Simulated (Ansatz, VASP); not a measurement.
**Sr: VASP beside Ansatz**

```xyz
1
Lattice="-2.4837 2.4837 2.3404 2.4837 -2.4837 2.3404 2.4837 2.4837 -2.3404" Properties=species:S:1:pos:R:3 pbc="T T T"
Sr    0.0000    0.0000    0.0000
```

Alike in both runs: task single point; functional r2SCAN; k mesh 10 × 10 × 10; occupations fermi-dirac, width 0.3 eV; no spin polarisation.

```csv
,VASP,Ansatz
version,VASP 6.6.1,Ansatz 0.2.0
potentials or method,"VASP PAW PBE potentials, release 64 (Sr_sv), cutoff 520 eV","plane waves, PAW"
valence electrons in the cell,10,10
```

|  | VASP | Ansatz | Ansatz less VASP |
| --- | --- | --- | --- |
| gap on the k mesh at the Fermi level (eV) | none | none | - |
| pressure (GPa) | -0.2 | -0.2 | -0.02 |
| traceless stress, the component that is largest in VASP (GPa) | 0.21 | 0.21 | -0.001 |

VASP's potentials were made for PBE, not for r2SCAN. A gap of «none» marks a metal or a gap that the smearing closes. Ansatz's warnings: stress scf threshold loose.
